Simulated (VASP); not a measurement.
# TiCo (Pm-3m) in VASP: notebook

TiCo is run at these levels: PBE; tasks: single point.

All numbers are computed with VASP 6.6.1; they aren't measurements. Logs are shortened: lines on timing, memory, paths and dates and some standing lists are left out, and cuts for length are marked.

### Step 1. The cell of the first run

Symmetry: Pm-3m, No. 221, cubic system. Conventional cell: a = 2.955 Å, b = 2.955 Å, c = 2.955 Å, α = 90.00°, β = 90.00°, γ = 90.00°. Within 3.4 Å of Ti (site symmetry m-3m) lie 8 Co at 2.56 Å and 6 Ti at 2.96 Å. Within 3.4 Å of Co (site symmetry m-3m) lie 8 Ti at 2.56 Å and 6 Co at 2.96 Å.

### Step 2. Single point, PBE, collinear spin, ferromagnetic start (volume scaled by 0.97)

File INCAR:

```
SYSTEM = TiCo
PREC     = Accurate       ! precision mode
ENCUT    = 520            ! plane-wave cutoff, eV
EDIFF    = 1E-6           ! SCF threshold, eV
ISMEAR   = 0              ! smearing method
SIGMA    = 0.1            ! smearing width, eV
LREAL    = .FALSE.        ! projectors in reciprocal space
LASPH    = .TRUE.         ! aspherical terms in the spheres
NELM     = 150            ! most SCF steps
ALGO     = Normal         ! electronic algorithm
ISIF     = 2              ! what is computed and relaxed
LWAVE    = .FALSE.        ! write WAVECAR
LCHARG   = .FALSE.        ! write CHGCAR
ISPIN    = 2              ! spin polarisation
MAGMOM   = 0 1.09         ! initial moments
LORBIT   = 11             ! projections on sites
LMAXMIX  = 4              ! l up to which the mixer works
GGA      = PE             ! functional
NBANDS   = 22             ! bands
```

File KPOINTS:

```
Automatic mesh
0
G
  14 14 14
  0 0 0
```

File POSCAR:

```
TiCo
1.0
    2.9554277759      0.0000000000      0.0000000000
    0.0000000000      2.9554277759      0.0000000000
    0.0000000000      0.0000000000      2.9554277759
Ti Co
1 1
Direct
    0.0000000000      0.0000000000      0.0000000000
    0.5000000000      0.5000000000      0.5000000000
```

Potentials or basis: VASP PAW PBE potentials, release 64 (Ti_sv, Co).

Command:

```bash
$ cat potpaw_PBE.64/Ti_sv/POTCAR potpaw_PBE.64/Co/POTCAR > POTCAR
$ mpirun -np 1 vasp_std > vasp.out
```

OUTCAR:

```text
SYSTEM = TiCo
   PREC = Accurate
   ENCUT = 520
   EDIFF = 1E-6
   ISMEAR = 0
   LREAL = .FALSE.
   LASPH = .TRUE.
   NELM = 150
   ISIF = 2
   ISPIN = 2
   LORBIT = 11
   GGA = PE

 ion  position               nearest neighbor table
   1  0.000  0.000  0.000-   2 2.56   2 2.56   2 2.56   2 2.56   2 2.56   2 2.56   2 2.56   2 2.56

   2  0.500  0.500  0.500-   1 2.56   1 2.56   1 2.56   1 2.56   1 2.56   1 2.56   1 2.56   1 2.56

  LATTYP: Found a simple cubic cell.
 ALAT       =     2.9554277759

  Lattice vectors:

 A1 = (   2.9554277759,   0.0000000000,   0.0000000000)
 A2 = (   0.0000000000,   2.9554277759,   0.0000000000)
 A3 = (   0.0000000000,   0.0000000000,   2.9554277759)

Analysis of symmetry for initial positions (statically):
=====================================================================
 Subroutine PRICEL returns:
 Original cell was already a primitive cell.

 Routine SETGRP: Setting up the symmetry group for a
 simple cubic supercell.

 Subroutine GETGRP returns: Found 48 space group operations
 (whereof 48 operations were pure point group operations)
 out of a pool of 48 trial point group operations.

The static configuration has the point symmetry O_h .

Analysis of symmetry for dynamics (positions and initial velocities):
=====================================================================
 Subroutine PRICEL returns:
 Original cell was already a primitive cell.

 Routine SETGRP: Setting up the symmetry group for a
 simple cubic supercell.

 Subroutine GETGRP returns: Found 48 space group operations
 (whereof 48 operations were pure point group operations)
 out of a pool of 48 trial point group operations.

The dynamic configuration has the point symmetry O_h .

Analysis of structural, dynamic, and magnetic symmetry:
=====================================================================
 Subroutine PRICEL returns:
 Original cell was already a primitive cell.

 Routine SETGRP: Setting up the symmetry group for a
 simple cubic supercell.

 Subroutine GETGRP returns: Found 48 space group operations
 (whereof 48 operations were pure point group operations)
 out of a pool of 48 trial point group operations.

The overall configuration has the point symmetry O_h .

 Subroutine INISYM returns: Found 48 space group operations
 (whereof 48 operations are pure point group operations),
 and found     1 'primitive' translations

----------------------------------------------------------------------------------------

                                     Primitive cell

  volume of cell :      25.8143

  direct lattice vectors                    reciprocal lattice vectors
     2.955427776  0.000000000  0.000000000     0.338360493  0.000000000  0.000000000
     0.000000000  2.955427776  0.000000000     0.000000000  0.338360493  0.000000000
     0.000000000  0.000000000  2.955427776     0.000000000  0.000000000  0.338360493

  length of vectors
     2.955427776  2.955427776  2.955427776     0.338360493  0.338360493  0.338360493

  position of ions in fractional coordinates (direct lattice)
     0.000000000  0.000000000  0.000000000
     0.500000000  0.500000000  0.500000000

  ion indices of the primitive-cell ions
   primitive index   ion index
                 1           1
                 2           2

----------------------------------------------------------------------------------------

 KPOINTS: Automatic mesh

Automatic generation of k-mesh.
 Grid dimensions read from file:
 generate k-points for:   14   14   14

 Generating k-lattice:

  Cartesian coordinates                     Fractional coordinates (reciprocal lattice)
     0.024168607  0.000000000  0.000000000     0.071428571  0.000000000  0.000000000
     0.000000000  0.024168607  0.000000000     0.000000000  0.071428571  0.000000000
     0.000000000  0.000000000  0.024168607     0.000000000  0.000000000  0.071428571

  Length of vectors
     0.024168607  0.024168607  0.024168607

  Shift w.r.t. Gamma in fractional coordinates (k-lattice)
     0.000000000  0.000000000  0.000000000

 Subroutine IBZKPT returns following result:
 ===========================================

 Found    120 irreducible k-points:

 Following reciprocal coordinates:
            Coordinates               Weight
  0.000000  0.000000  0.000000      1.000000
  0.071429  0.000000  0.000000      6.000000
  0.142857  0.000000  0.000000      6.000000
  0.214286  0.000000  0.000000      6.000000
  0.285714  0.000000  0.000000      6.000000
  0.357143  0.000000  0.000000      6.000000
[... 16 lines left out ...]
  0.285714  0.214286  0.000000     24.000000
  0.357143  0.214286  0.000000     24.000000
 [... further k-points ...]
   k-points           NKPTS =    120   k-points in BZ     NKDIM =    120   number of bands    NBANDS=     22
   number of dos      NEDOS =    301   number of ions     NIONS =      2
   total plane-waves  NPLWV =  13824
   dimension x,y,z NGX =    24 NGY =   24 NGZ =   24
   dimension x,y,z NGXF=    48 NGYF=   48 NGZF=   48
   ions per type =               1   1
   NGX,Y,Z   is equivalent  to a cutoff of  13.50, 13.50, 13.50 a.u.
   NGXF,Y,Z  is equivalent  to a cutoff of  27.00, 27.00, 27.00 a.u.
 SYSTEM =  TiCo
   PREC   = accura    normal or accurate (medium, high low for compatibility)
   ISTART =      0    job   : 0-new  1-cont  2-samecut
   ICHARG =      2    charge: 1-file 2-atom 10-const
   ISPIN  =      2    spin polarized calculation?
   LNONCOLLINEAR =      F non collinear calculations
   LSORBIT =      F    spin-orbit coupling
   LASPH  =      T    aspherical Exc in radial PAW
   ENCUT  =  520.0 eV  38.22 Ry    6.18 a.u.   5.50  5.50  5.50*2*pi/ulx,y,z
   NELM   =    150;   NELMIN=  2; NELMDL= -5     # of ELM steps
   EDIFF  = 0.1E-05   stopping-criterion for ELM
   LREAL  =      F    real-space projection
   EDIFFG = 0.1E-04   stopping-criterion for IOM
   NSW    =      0    number of steps for IOM
   IBRION =     -1    ionic relax: 0-MD 1-quasi-New 2-CG
   NFREE  =      0    steps in history (QN), initial steepest desc. (CG)
   ISIF   =      2    stress and relaxation
   ISYM   =      2    0-nonsym 1-usesym 2-fastsym
   POTIM  = 0.5000    time-step for ionic-motion
   TEBEG  =    0.0;   TEEND  =   0.0 temperature during run
   PSTRESS=    0.0 pullay stress
   NELECT =      21.0000    total number of electrons
   NUPDOWN=      -1.0000    fix difference up-down
   EMIN   =  10.00;   EMAX   =-10.00  energy-range for DOS
[... 5 lines left out ...]
     AMIX     =   0.40;   BMIX     =  1.00
     AMIX_MAG =   1.60;   BMIX_MAG =  1.00
  volume/ion in A,a.u.               =      12.91        87.10
  Fermi-wavevector in a.u.,A,eV,Ry     =   1.528249  2.887973 31.777037  2.335546
  Thomas-Fermi vector in A             =   2.636034
   LORBIT       =     11    0 simple, 1 ext, 2 COOP (PROOUT), +10 PAW based schemes
   GGA     = PE    functional components
   LHFCALC =     F    Hartree Fock is set to
   AEXX    =    0.0000 exact exchange contribution
   IVDW    =     0    specifies the selected vdW correction
   LEPSILON=     F    determine dielectric tensor
   LRPA    =     F    only Hartree local field effects (RPA)
 spin polarized calculation
 Gauss-broadening in eV      SIGMA  =   0.10
  energy-cutoff  :      520.00
  volume of cell :       25.81
 maximum number of plane-waves:       739
 NGX is ok and might be reduce to    24
   NGX = 11   NGY = 11   NGZ = 11

 number of electron      20.9999994 magnetization       0.8236227

 Free energy of the ion-electron system (eV)
  ---------------------------------------------------
  ext. energy  EPLUGINS =         0.00000000
  ---------------------------------------------------
  free energy    TOTEN  =       -15.66855036 eV

  energy without entropy =      -15.65795949  energy(sigma->0) =      -15.66325492

 E-fermi :  10.3426     XC(G=0): -12.7406

 val. band max:       10.3420608124   @ k =   0.5000   0.4286   0.4286
 cond. band min:      10.3484771428   @ k =   0.3571   0.2857   0.2143
 fundamental gap:      0.0064163304
 Fermi energy:        10.3425885945

 spin component 1

 k-point     1 :       0.0000    0.0000    0.0000
  band No.  band energies     occupation
      1     -46.7701      1.00000
      2     -22.8537      1.00000
      3     -22.8537      1.00000
      4     -22.8537      1.00000
      5       2.5183      1.00000
      6       6.0280      1.00000
[... 14 lines left out ...]
     21      30.3228      0.00000
     22      31.5198      0.00000

 k-point     2 :       0.0714    0.0000    0.0000
  band No.  band energies     occupation
      1     -46.7683      1.00000
      2     -22.8705      1.00000
      3     -22.8524      1.00000
      4     -22.8524      1.00000
      5       2.6225      1.00000
      6       6.0697      1.00000
[... 542 lines left out ...]
 k-point    24 :       0.3571    0.2143    0.0000
  band No.  band energies     occupation
      1     -46.7278      1.00000
      2     -23.1062      1.00000
      3     -22.9552      1.00000
      4     -22.8222      1.00000
      5       5.2954      1.00000
      6       6.6728      1.00000
[... 14 lines left out ...]
     21      28.7013      0.00000
     22      30.3398      0.00000

 [... further k-points ...]

 spin component 2

 k-point     1 :       0.0000    0.0000    0.0000
  band No.  band energies     occupation
      1     -46.7647      1.00000
      2     -22.8489      1.00000
      3     -22.8489      1.00000
      4     -22.8489      1.00000
      5       2.5210      1.00000
      6       6.6499      1.00000
[... 14 lines left out ...]
     21      30.4894      0.00000
     22      31.4249      0.00000

 k-point     2 :       0.0714    0.0000    0.0000
  band No.  band energies     occupation
      1     -46.7629      1.00000
      2     -22.8658      1.00000
      3     -22.8476      1.00000
      4     -22.8476      1.00000
      5       2.6254      1.00000
      6       6.6994      1.00000
[... 542 lines left out ...]
 k-point    24 :       0.3571    0.2143    0.0000
  band No.  band energies     occupation
      1     -46.7221      1.00000
      2     -23.1039      1.00000
      3     -22.9515      1.00000
      4     -22.8173      1.00000
      5       5.3717      1.00000
      6       7.1655      1.00000
[... 14 lines left out ...]
     21      28.6268      0.00000
     22      30.4095      0.00000

 [... further k-points ...]
[... 5 lines left out ...]
  --------------------------------------------------------------------------------------
  -------------------------------------------------------------------------------------
  Total        0.7376686      0.7376686      0.7376686      0.0000000      0.0000000     -0.0000000
  in kB       45.7836959     45.7836959     45.7836959      0.0000000      0.0000000     -0.0000000
  external PRESSURE =      45.7836959 kB  Pullay stress =       0.0000000 kB

 VOLUME and BASIS-vectors are now :
 -----------------------------------------------------------------------------
  energy-cutoff  :      520.00
  volume of cell :       25.81
      direct lattice vectors                 reciprocal lattice vectors
     2.955427776  0.000000000  0.000000000     0.338360493  0.000000000  0.000000000
     0.000000000  2.955427776  0.000000000     0.000000000  0.338360493  0.000000000
     0.000000000  0.000000000  2.955427776     0.000000000  0.000000000  0.338360493

 POSITION                                       TOTAL-FORCE (eV/Angst)
 -----------------------------------------------------------------------------------
      0.00000      0.00000      0.00000         0.000000      0.000000      0.000000
      1.47771      1.47771      1.47771         0.000000      0.000000      0.000000
 -----------------------------------------------------------------------------------
    total drift:                                0.000000      0.000000     -0.000000

  FREE ENERGIE OF THE ION-ELECTRON SYSTEM (eV)
  ---------------------------------------------------
  free  energy   TOTEN  =       -15.6685503598 eV

  energy  without entropy=      -15.6579594859  energy(sigma->0) =      -15.66325492

 total charge

# of ion       s       p       d       tot
------------------------------------------
    1        2.254   6.190   1.887  10.332
    2        0.537   0.478   7.325   8.341
--------------------------------------------------
tot          2.792   6.669   9.212  18.672

 magnetization (x)

# of ion       s       p       d       tot
------------------------------------------
    1       -0.002  -0.011   0.002  -0.012
    2        0.028  -0.003   0.851   0.875
--------------------------------------------------
tot          0.026  -0.015   0.852   0.863
```

Wall time 56 s (1 thread of Intel Xeon Platinum 8559C (Emerald Rapids), shared host); peak memory 0.23 GiB.

Results:

| Property | Result |
| --- | --- |
| Free energy | -15.6686 eV |
| Pressure | 4.6 GPa |
| Net moment | 0.82 μB per cell |
| Site moments | Ti -0.01; Co +0.88 μB |
| Valence electrons inside the program's atomic spheres | Ti 10.33; Co 8.34 |

Caveat: the cell differs from its parent crystal (volume scaled by 0.97).

### Step 3. Single point, PBE, collinear spin, ferromagnetic start

This run uses another cell than the first one, of 13.31 Å³/atom, 1.031 times its volume.

File INCAR:

```
SYSTEM = TiCo
PREC = Accurate
ENCUT = 520
EDIFF = 1E-6
ISMEAR = 0
SIGMA = 0.1
LREAL = .FALSE.
LASPH = .TRUE.
NELM = 150
ALGO = Normal
ISIF = 2
LWAVE = .FALSE.
LCHARG = .TRUE.
ISPIN = 2
MAGMOM = 0 1.09
LORBIT = 11
LMAXMIX = 4
GGA = PE
LELF = .TRUE.
LVHAR = .TRUE.
NBANDS = 22
```

KPOINTS is that of step 2.

File POSCAR:

```
TiCo
1.0
    2.9855872853      0.0000000000      0.0000000000
    0.0000000000      2.9855872853      0.0000000000
    0.0000000000      0.0000000000      2.9855872853
Ti Co
1 1
Direct
    0.0000000000      0.0000000000      0.0000000000
    0.5000000000      0.5000000000      0.5000000000
```

Potentials or basis: VASP PAW PBE potentials, release 64 (Ti_sv, Co).

Command:

```bash
$ cat potpaw_PBE.64/Ti_sv/POTCAR potpaw_PBE.64/Co/POTCAR > POTCAR
$ mpirun -np 1 vasp_std > vasp.out
```

It took 56 s on 1 thread of Intel Xeon Platinum 8559C (Emerald Rapids), shared host; peak memory 0.23 GiB.

The run converged. Its results:

* Free energy: -15.6786 eV
* Pressure: -0.5 GPa
* Net moment: 0.87 μB per cell
* Site moments: Ti -0.03; Co +0.95 μB
* Valence electrons inside the program's atomic spheres: Ti 10.29; Co 8.29

Levels at points of the mesh, in eV from the Fermi level:
Spin up:
```
           k point  band 7  band 8  band 9  band 10  band 11  band 12  band 13  band 14  band 15  band 16
(0.00, 0.00, 0.00)   -4.18   -1.88   -1.88    -1.88     0.48     0.48     2.68     2.68     2.68     8.93
(0.50, 0.00, 0.00)   -3.10   -1.99   -1.99    -1.52    -0.68    -0.62     0.67     0.67     2.24     3.90
(0.50, 0.50, 0.00)   -2.73   -2.73   -1.52    -0.79     0.64     0.64     1.11     2.45     2.45     3.13
(0.50, 0.50, 0.50)   -2.80   -2.07   -2.07    -2.07    -1.49    -1.49     3.21     3.21     6.92     8.31
```
Spin down:
```tsv
k point	band 7	band 8	band 9	band 10	band 11	band 12	band 13	band 14
(0.00, 0.00, 0.00)	-3.50	-1.32	-1.32	-1.32	1.05	1.05	2.78	2.78
(0.50, 0.00, 0.00)	-1.85	-1.39	-1.39	-0.88	-0.79	0.61	0.68	0.68
(0.50, 0.50, 0.00)	-2.28	-2.28	0.02	0.31	0.61	0.61	1.27	2.64
(0.50, 0.50, 0.50)	-2.31	-2.07	-2.07	-2.07	0.05	0.05	3.14	3.14
```

### Step 4. Single point, PBE, collinear spin, ferromagnetic start

This run uses another cell than the first one, of 13.31 Å³/atom, 1.031 times its volume.

File INCAR:

```
SYSTEM = TiCo
PREC     = Accurate       ! precision mode
ENCUT    = 520            ! plane-wave cutoff, eV
EDIFF    = 1E-6           ! SCF threshold, eV
ISMEAR   = 0              ! smearing method
SIGMA    = 0.1            ! smearing width, eV
LREAL    = .False.        ! projectors in reciprocal space
LASPH    = .True.         ! aspherical terms in the spheres
NELM     = 150            ! most SCF steps
ALGO     = Fast           ! electronic algorithm
ISIF     = 2              ! what is computed and relaxed
LWAVE    = .False.        ! write WAVECAR
LCHARG   = .False.        ! write CHGCAR
ISPIN    = 2              ! spin polarisation
MAGMOM   = 0 1.09         ! initial moments
LORBIT   = 11             ! projections on sites
LMAXMIX  = 4              ! l up to which the mixer works
GGA      = PE             ! functional
NBANDS   = 22             ! bands
```

File KPOINTS:

```
Automatic mesh
0
Gamma
  14 14 14
  0 0 0
```

File POSCAR:

```
TiCo
1.0
    2.9861109900      0.0000000000      0.0000000000
    0.0000000000      2.9861109900      0.0000000000
    0.0000000000      0.0000000000      2.9861109900
Ti Co
1 1
Direct
    0.0000000000      0.0000000000      0.0000000000
    0.5000000000      0.5000000000      0.5000000000
```

Command:

```bash
$ cat potpaw_PBE.64/Ti_sv/POTCAR potpaw_PBE.64/Co/POTCAR > POTCAR
$ mpirun -np 1 vasp_std > vasp.out
```

Wall time 65 s (1 thread of Intel Xeon Platinum 8559C (Emerald Rapids), shared host); peak memory 0.22 GiB.

The run converged. Its results:

* Free energy: -15.6786 eV
* Pressure: -0.7 GPa
* Net moment: 0.87 μB per cell
* Site moments: Ti -0.03; Co +0.95 μB
* Valence electrons inside the program's atomic spheres: Ti 10.29; Co 8.29

Levels at points of the mesh, in eV from the Fermi level:
Spin up:
| k point | band 8 | band 9 | band 10 | band 11 | band 12 | band 13 | band 14 | band 15 |
| --- | --- | --- | --- | --- | --- | --- | --- | --- |
| (0.00, 0.00, 0.00) | -1.88 | -1.88 | -1.88 | 0.48 | 0.48 | 2.67 | 2.67 | 2.67 |
| (0.50, 0.00, 0.00) | -1.99 | -1.99 | -1.52 | -0.68 | -0.62 | 0.67 | 0.67 | 2.24 |
| (0.50, 0.50, 0.00) | -2.72 | -1.52 | -0.79 | 0.64 | 0.64 | 1.11 | 2.45 | 2.45 |
| (0.50, 0.50, 0.50) | -2.07 | -2.07 | -2.07 | -1.49 | -1.49 | 3.20 | 3.20 | 6.92 |
Spin down:
| k point | band 6 | band 7 | band 8 | band 9 | band 10 | band 11 | band 12 | band 13 | band 14 | band 15 |
| --- | --- | --- | --- | --- | --- | --- | --- | --- | --- | --- |
| (0.00, 0.00, 0.00) | -3.49 | -3.49 | -1.32 | -1.32 | -1.32 | 1.04 | 1.04 | 2.77 | 2.77 | 2.77 |
| (0.50, 0.00, 0.00) | -3.80 | -1.85 | -1.39 | -1.39 | -0.88 | -0.79 | 0.61 | 0.68 | 0.68 | 2.25 |
| (0.50, 0.50, 0.00) | -3.68 | -2.28 | -2.28 | 0.02 | 0.31 | 0.61 | 0.61 | 1.27 | 2.64 | 2.64 |
| (0.50, 0.50, 0.50) | -2.31 | -2.31 | -2.07 | -2.07 | -2.07 | 0.05 | 0.05 | 3.14 | 3.14 | 7.22 |
